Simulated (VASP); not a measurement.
# CdF2 (I4mm) in VASP: a series of runs

Runs on CdF2. Level: r2SCAN. Tasks: single point.

Everything below comes from runs of VASP 6.6.1. Logs are shortened: lines on timing, memory, paths and dates and some standing lists are left out, and cuts for length are marked.

### Step 1. The cell of the first run

Symmetry: I4mm, No. 107, tetragonal system. Conventional cell: a = 3.810 Å, b = 3.810 Å, c = 5.388 Å, α = 90.00°, β = 90.00°, γ = 90.00°. Within 3.1 Å of Cd (site symmetry 4mm) lie 8 F at 2.32 to 2.35 Å. Within 3.1 Å of F (site symmetry 2mm) lie 4 Cd at 2.32 to 2.35 Å and 6 F at 2.69 Å.

### Step 2. Single point, r2SCAN (all Cd atoms moved +0.025 Å, as atom 1 along Cartesian [0 1 0])

The input, POSCAR:

```
CdF2
1.0
    0.0000000000      2.6940000000      2.6940000000
    2.6940000000      0.0000000000      2.6940000000
    2.6940000000      2.6940000000      0.0000000000
Cd F
1 2
Direct
    0.0046399406     -0.0046399406      0.0046399406
    0.2500000000      0.2500000000      0.2500000000
    0.7500000000      0.7500000000      0.7500000000
```

The input, INCAR.step1:

```
SYSTEM = CdF2
PREC = Accurate
ENCUT = 520
ISMEAR = 0
SIGMA = 0.05
LREAL = .FALSE.
LASPH = .TRUE.
NELM = 60
NBANDS = 20
GGA = PE
ALGO = Normal
EDIFF = 1E-4
LWAVE = .TRUE.
LCHARG = .FALSE.
```

The input, INCAR.step2:

```
SYSTEM = CdF2
PREC = Accurate
ENCUT = 520
EDIFF = 1E-7
ISMEAR = 0
SIGMA = 0.05
LREAL = .FALSE.
LASPH = .TRUE.
NELM = 60
ALGO = Normal
ISIF = 2
LWAVE = .FALSE.
LCHARG = .FALSE.
METAGGA = R2SCAN
LMIXTAU = .TRUE.
NBANDS = 20
ISTART = 1
```

The input, KPOINTS:

```
regular mesh
0
G
  8 8 8
  0 0 0
```

Potentials or basis: VASP PAW PBE potentials, release 64 (Cd, F).

Run with:

```sh
$ cat potpaw_PBE.64/Cd/POTCAR potpaw_PBE.64/F/POTCAR > POTCAR
$ cp INCAR.step1 INCAR
$ mpirun -np 1 vasp_std > vasp.out
$ cp INCAR.step2 INCAR
$ mpirun -np 1 vasp_std > vasp.out
```

OUTCAR:

```text
SYSTEM = CdF2
   PREC = Accurate
   ENCUT = 520
   EDIFF = 1E-7
   ISMEAR = 0
   LREAL = .FALSE.
   LASPH = .TRUE.
   NELM = 60
   ISIF = 2
   METAGGA = R2SCAN
   ISTART = 1

 ion  position               nearest neighbor table
   1  0.005  0.995  0.005-   2 2.32   2 2.32   3 2.32   3 2.32   3 2.35   2 2.35   3 2.35   2 2.35

   2  0.250  0.250  0.250-   1 2.32   1 2.32   1 2.35   1 2.35
   3  0.750  0.750  0.750-   1 2.32   1 2.32   1 2.35   1 2.35

  LATTYP: Found a face centered cubic cell.
 ALAT       =     5.3880000000

  Lattice vectors:

 A1 = (   0.0000000000,   2.6940000000,   2.6940000000)
 A2 = (   2.6940000000,   0.0000000000,   2.6940000000)
 A3 = (   2.6940000000,   2.6940000000,   0.0000000000)

Analysis of symmetry for initial positions (statically):
=====================================================================
 Subroutine PRICEL returns:
 Original cell was already a primitive cell.

 Routine SETGRP: Setting up the symmetry group for a
 face centered cubic supercell.

 Subroutine GETGRP returns: Found  8 space group operations
 (whereof  8 operations were pure point group operations)
 out of a pool of 48 trial point group operations.

The static configuration has the point symmetry C_4v.

Analysis of symmetry for dynamics (positions and initial velocities):
=====================================================================
 Subroutine PRICEL returns:
 Original cell was already a primitive cell.

 Routine SETGRP: Setting up the symmetry group for a
 face centered cubic supercell.

 Subroutine GETGRP returns: Found  8 space group operations
 (whereof  8 operations were pure point group operations)
 out of a pool of 48 trial point group operations.

The dynamic configuration has the point symmetry C_4v.

 Subroutine INISYM returns: Found  8 space group operations
 (whereof  8 operations are pure point group operations),
 and found     1 'primitive' translations

----------------------------------------------------------------------------------------

                                     Primitive cell

  volume of cell :      39.1041

  direct lattice vectors                    reciprocal lattice vectors
     0.000000000  2.694000000  2.694000000    -0.185597624  0.185597624  0.185597624
     2.694000000  0.000000000  2.694000000     0.185597624 -0.185597624  0.185597624
     2.694000000  2.694000000  0.000000000     0.185597624  0.185597624 -0.185597624

  length of vectors
     3.809891337  3.809891337  3.809891337     0.321464515  0.321464515  0.321464515

  position of ions in fractional coordinates (direct lattice)
     0.004639941  0.995360059  0.004639941
     0.250000000  0.250000000  0.250000000
     0.750000000  0.750000000  0.750000000

  ion indices of the primitive-cell ions
   primitive index   ion index
                 1           1
                 2           2
                 3           3

----------------------------------------------------------------------------------------

 KPOINTS: regular mesh

Automatic generation of k-mesh.
 Grid dimensions read from file:
 generate k-points for:    8    8    8

 Generating k-lattice:

  Cartesian coordinates                     Fractional coordinates (reciprocal lattice)
    -0.023199703  0.023199703  0.023199703     0.125000000  0.000000000  0.000000000
     0.023199703 -0.023199703  0.023199703     0.000000000  0.125000000  0.000000000
     0.023199703  0.023199703 -0.023199703     0.000000000  0.000000000  0.125000000

  Length of vectors
     0.040183064  0.040183064  0.040183064

  Shift w.r.t. Gamma in fractional coordinates (k-lattice)
     0.000000000  0.000000000  0.000000000

 Subroutine IBZKPT returns following result:
 ===========================================

 Found     59 irreducible k-points:

 Following reciprocal coordinates:
            Coordinates               Weight
  0.000000  0.000000  0.000000      1.000000
  0.125000  0.000000  0.000000      8.000000
  0.250000  0.000000  0.000000      8.000000
  0.375000  0.000000  0.000000      8.000000
  0.500000  0.000000  0.000000      4.000000
  0.125000  0.125000  0.000000      4.000000
[... 16 lines left out ...]
  0.250000  0.000000  0.375000      8.000000
  0.500000  0.250000  0.000000     16.000000
 [... further k-points ...]
   k-points           NKPTS =     59   k-points in BZ     NKDIM =     59   number of bands    NBANDS=     20
   number of dos      NEDOS =    301   number of ions     NIONS =      3
   total plane-waves  NPLWV =  21952
   dimension x,y,z NGX =    28 NGY =   28 NGZ =   28
   dimension x,y,z NGXF=    56 NGYF=   56 NGZF=   56
   ions per type =               1   2
   NGX,Y,Z   is equivalent  to a cutoff of  12.22, 12.22, 12.22 a.u.
   NGXF,Y,Z  is equivalent  to a cutoff of  24.44, 24.44, 24.44 a.u.
 SYSTEM =  CdF2
   PREC   = accura    normal or accurate (medium, high low for compatibility)
   ISTART =      1    job   : 0-new  1-cont  2-samecut
   ICHARG =      0    charge: 1-file 2-atom 10-const
   ISPIN  =      1    spin polarized calculation?
   LNONCOLLINEAR =      F non collinear calculations
   LSORBIT =      F    spin-orbit coupling
   LASPH  =      T    aspherical Exc in radial PAW
   ENCUT  =  520.0 eV  38.22 Ry    6.18 a.u.   7.08  7.08  7.08*2*pi/ulx,y,z
   NELM   =     60;   NELMIN=  2; NELMDL=  0     # of ELM steps
   EDIFF  = 0.1E-06   stopping-criterion for ELM
   LREAL  =      F    real-space projection
   EDIFFG = 0.1E-05   stopping-criterion for IOM
   NSW    =      0    number of steps for IOM
   IBRION =     -1    ionic relax: 0-MD 1-quasi-New 2-CG
   NFREE  =      0    steps in history (QN), initial steepest desc. (CG)
   ISIF   =      2    stress and relaxation
   ISYM   =      2    0-nonsym 1-usesym 2-fastsym
   POTIM  = 0.5000    time-step for ionic-motion
   TEBEG  =    0.0;   TEEND  =   0.0 temperature during run
   PSTRESS=    0.0 pullay stress
   NELECT =      26.0000    total number of electrons
   NUPDOWN=      -1.0000    fix difference up-down
   EMIN   =  10.00;   EMAX   =-10.00  energy-range for DOS
   EFERMI =   0.00;   METHOD = LEGACY
   ISMEAR =     0;   SIGMA  =   0.05  broadening in eV -4-tet -1-fermi 0-gaus
   EFERMI_NEDOS =   21; number of points for ismear=-14 and -15
   IALGO  =     38    algorithm
   IMIX   =      4    mixing-type and parameters
     AMIX     =   0.40;   BMIX     =  1.00
     AMIX_MAG =   1.60;   BMIX_MAG =  1.00
  volume/ion in A,a.u.               =      13.03        87.96
  Fermi-wavevector in a.u.,A,eV,Ry     =   1.428867  2.700166 27.778468  2.041660
  Thomas-Fermi vector in A             =   2.548882
   LORBIT       =      0    0 simple, 1 ext, 2 COOP (PROOUT), +10 PAW based schemes
   METAGGA = R2SCAN    functional components
   LHFCALC =     F    Hartree Fock is set to
   AEXX    =    0.0000 exact exchange contribution
   IVDW    =     0    specifies the selected vdW correction
   LEPSILON=     F    determine dielectric tensor
   LRPA    =     F    only Hartree local field effects (RPA)
 non-spin polarized calculation
 Gauss-broadening in eV      SIGMA  =   0.05
  energy-cutoff  :      520.00
  volume of cell :       39.10
 maximum number of plane-waves:      1067
   NGX = 15   NGY = 15   NGZ = 15

 number of electron      25.9999981 magnetization

 Free energy of the ion-electron system (eV)
  ---------------------------------------------------
  ext. energy  EPLUGINS =         0.00000000
  ---------------------------------------------------
  free energy    TOTEN  =       -33.71738573 eV

  energy without entropy =      -33.71738573  energy(sigma->0) =      -33.71738573

 E-fermi :  -1.6055     XC(G=0): -11.0481

 val. band max:       -1.8671130444   @ k =  -0.2500   0.5000   0.2500
 cond. band min:       1.8825282896   @ k =   0.0000   0.0000   0.0000
 fundamental gap:      3.7496413340
 Fermi energy:        -1.6054615913

 k-point     1 :       0.0000    0.0000    0.0000
  band No.  band energies     occupation
      1     -23.8080      2.00000
      2     -22.7419      2.00000
      3      -7.4979      2.00000
      4      -7.4979      2.00000
      5      -7.4964      2.00000
      6      -6.2602      2.00000
[... 12 lines left out ...]
     19      18.9880      0.00000
     20      18.9937      0.00000

 k-point     2 :       0.1250    0.0000    0.0000
  band No.  band energies     occupation
      1     -23.7602      2.00000
      2     -22.7840      2.00000
      3      -7.4390      2.00000
      4      -7.4379      2.00000
      5      -7.3269      2.00000
      6      -6.2786      2.00000
[... 12 lines left out ...]
     19      18.5749      0.00000
     20      18.5777      0.00000

 k-point     3 :       0.2500    0.0000    0.0000
  band No.  band energies     occupation
      1     -23.6314      2.00000
      2     -22.9004      2.00000
      3      -7.3000      2.00000
      4      -7.2994      2.00000
      5      -6.8748      2.00000
      6      -6.2942      2.00000
[... 12 lines left out ...]
     19      17.8625      0.00000
     20      18.3798      0.00000

 k-point     4 :       0.3750    0.0000    0.0000
  band No.  band energies     occupation
      1     -23.4529      2.00000
      2     -23.0633      2.00000
      3      -7.1850      2.00000
      4      -7.1848      2.00000
      5      -6.3068      2.00000
      6      -6.2424      2.00000
[... 12 lines left out ...]
     19      17.3103      0.00000
     20      17.9953      0.00000

 k-point     5 :       0.5000    0.0000    0.0000
  band No.  band energies     occupation
      1     -23.2890      2.00000
      2     -23.2203      2.00000
      3      -7.1502      2.00000
      4      -7.1497      2.00000
      5      -6.1906      2.00000
      6      -6.1904      2.00000
[... 12 lines left out ...]
     19      17.0912      0.00000
     20      17.6424      0.00000
[... 353 lines left out ...]
      6      -6.6282      2.00000
[... 12 lines left out ...]
     19      19.6424      0.00000
     20      20.5767      0.00000

 k-point    22 :       0.3750    0.2500    0.0000
  band No.  band energies     occupation
      1     -23.4823      2.00000
      2     -23.0181      2.00000
      3      -7.0120      2.00000
      4      -6.9832      2.00000
      5      -6.7245      2.00000
      6      -6.4016      2.00000
[... 12 lines left out ...]
     19      19.5563      0.00000
     20      20.1674      0.00000

 k-point    23 :       0.2500    0.0000    0.3750
  band No.  band energies     occupation
      1     -23.4824      2.00000
      2     -23.0182      2.00000
      3      -7.0119      2.00000
      4      -6.9833      2.00000
      5      -6.7251      2.00000
      6      -6.4034      2.00000
[... 12 lines left out ...]
     19      19.5574      0.00000
     20      20.1667      0.00000

 k-point    24 :       0.5000    0.2500    0.0000
  band No.  band energies     occupation
      1     -23.3490      2.00000
      2     -23.1379      2.00000
      3      -7.0206      2.00000
      4      -6.8762      2.00000
      5      -6.5199      2.00000
      6      -6.2086      2.00000
[... 12 lines left out ...]
     19      18.9566      0.00000
     20      20.6268      0.00000

 [... further k-points ...]
[... 5 lines left out ...]
  --------------------------------------------------------------------------------------
  -------------------------------------------------------------------------------------
  Total        0.2593784      0.2518805      0.2593784      0.0000000      0.0000000      0.0000000
  in kB       10.6272675     10.3200653     10.6272675      0.0000000      0.0000000      0.0000000
  external PRESSURE =      10.5248668 kB  Pullay stress =       0.0000000 kB

 VOLUME and BASIS-vectors are now :
 -----------------------------------------------------------------------------
  energy-cutoff  :      520.00
  volume of cell :       39.10
      direct lattice vectors                 reciprocal lattice vectors
     0.000000000  2.694000000  2.694000000    -0.185597624  0.185597624  0.185597624
     2.694000000  0.000000000  2.694000000     0.185597624 -0.185597624  0.185597624
     2.694000000  2.694000000  0.000000000     0.185597624  0.185597624 -0.185597624

 POSITION                                       TOTAL-FORCE (eV/Angst)
 -----------------------------------------------------------------------------------
      2.69400      0.02500      2.69400         0.000000     -0.149561      0.000000
      1.34700      1.34700      1.34700         0.000000      0.074781      0.000000
      4.04100      4.04100      4.04100         0.000000      0.074781      0.000000
 -----------------------------------------------------------------------------------
    total drift:                               -0.000000     -0.007495     -0.000000

  FREE ENERGIE OF THE ION-ELECTRON SYSTEM (eV)
  ---------------------------------------------------
  free  energy   TOTEN  =       -33.7173857251 eV

  energy  without entropy=      -33.7173857251  energy(sigma->0) =      -33.71738573
```

Wall time 92 s (1 thread of Intel Xeon 6975P-C (Granite Rapids), shared host); peak memory 0.19 GiB.

Results:

```
Free energy            : -33.7174 eV
Pressure               : 1.1 GPa
Largest force          : 0.150 eV/Å
Band gap on the k mesh : 3.75 eV (least direct gap 4.25 eV)
```

Forces in eV/Å, atoms in the order of the input:
```
Cd   0.000 -0.150  0.000
F    0.000  0.075  0.000
F    0.000  0.075  0.000
```

Caveat: the cell differs from its parent crystal (all Cd atoms moved +0.025 Å, as atom 1 along Cartesian [0 1 0]); the PAW data sets were made with another functional, which shifts forces and pressure a little.

### Step 3. Single point, r2SCAN (all Cd atoms moved +0.087 Å, as atom 1 along Cartesian [0 1 0])

POSCAR: that of step 2 with these lines changed.

```diff
@@ -8,3 +8,3 @@
 Direct
-    0.0046399406     -0.0046399406      0.0046399406
+    0.0162397921     -0.0162397921      0.0162397921
     0.2500000000      0.2500000000      0.2500000000
```

The input, INCAR.step1:

```
SYSTEM = CdF2
  PREC = Accurate
  ENCUT = 520
  ISMEAR = 0
  SIGMA = 0.05
  LREAL = .FALSE.
  LASPH = .TRUE.
  NELM = 80
  NBANDS = 20
  GGA = PE
  ALGO = Normal
  EDIFF = 1E-4
  LWAVE = .TRUE.
  LCHARG = .FALSE.
```

The input, INCAR.step2:

```
SYSTEM = CdF2
  PREC = Accurate
  ENCUT = 520
  EDIFF = 1E-6
  ISMEAR = 0
  SIGMA = 0.05
  LREAL = .FALSE.
  LASPH = .TRUE.
  NELM = 80
  ALGO = Normal
  ISIF = 2
  LWAVE = .FALSE.
  LCHARG = .FALSE.
  METAGGA = R2SCAN
  LMIXTAU = .TRUE.
  NBANDS = 20
  ISTART = 1
```

The input, KPOINTS:

```
Automatic mesh
0
G
  8 8 8
  0 0 0
```

Potentials or basis: VASP PAW PBE potentials, release 64 (Cd, F).

Run with:

```sh
$ cat potpaw_PBE.64/Cd/POTCAR potpaw_PBE.64/F/POTCAR > POTCAR
$ cp INCAR.step1 INCAR
$ mpirun -np 1 vasp_std > vasp.out
$ cp INCAR.step2 INCAR
$ mpirun -np 1 vasp_std > vasp.out
```

Run time: 91 s. Hardware: 1 thread of Intel Xeon 6975P-C (Granite Rapids), shared host; peak memory 0.18 GiB.

The run converged. Its results:

- Free energy: -33.6964 eV
- Pressure: 1.5 GPa
- Largest force: 0.518 eV/Å
- Band gap on the k mesh: 3.74 eV (least direct gap 4.25 eV)

Forces in eV/Å, atoms in the order of the input:
```
Cd   0.000 -0.518  0.000
F    0.000  0.259  0.000
F    0.000  0.259  0.000
```

Stress tensor (GPa, compression positive):
```
1.60 0.00 0.00
0.00 1.23 0.00
0.00 0.00 1.60
```

Levels at points of the mesh, in eV from the valence-band top:
| k point | band 9 | band 10 | band 11 | band 12 | band 13 | band 14 | band 15 | band 16 | band 17 | band 18 |
| --- | --- | --- | --- | --- | --- | --- | --- | --- | --- | --- |
| (0.00, 0.00, 0.00) | -1.00 | -0.97 | -0.52 | -0.52 | -0.51 | 3.74 | 13.60 | 13.63 | 13.63 | 17.90 |
| (0.50, 0.00, 0.00) | -2.28 | -1.86 | -1.85 | -0.41 | -0.41 | 7.97 | 9.69 | 15.60 | 15.60 | 18.91 |
| (0.50, 0.50, 0.00) | -2.97 | -2.81 | -0.52 | -0.12 | -0.09 | 8.86 | 10.55 | 12.15 | 15.31 | 15.33 |
| (0.50, 0.00, 0.50) | -2.96 | -2.96 | -0.50 | -0.11 | -0.11 | 8.87 | 10.53 | 12.18 | 15.31 | 15.31 |

Caveat: the cell differs from its parent crystal (all Cd atoms moved +0.087 Å, as atom 1 along Cartesian [0 1 0]); the PAW data sets were made with another functional, which shifts forces and pressure a little. A k mesh can miss the band edges.
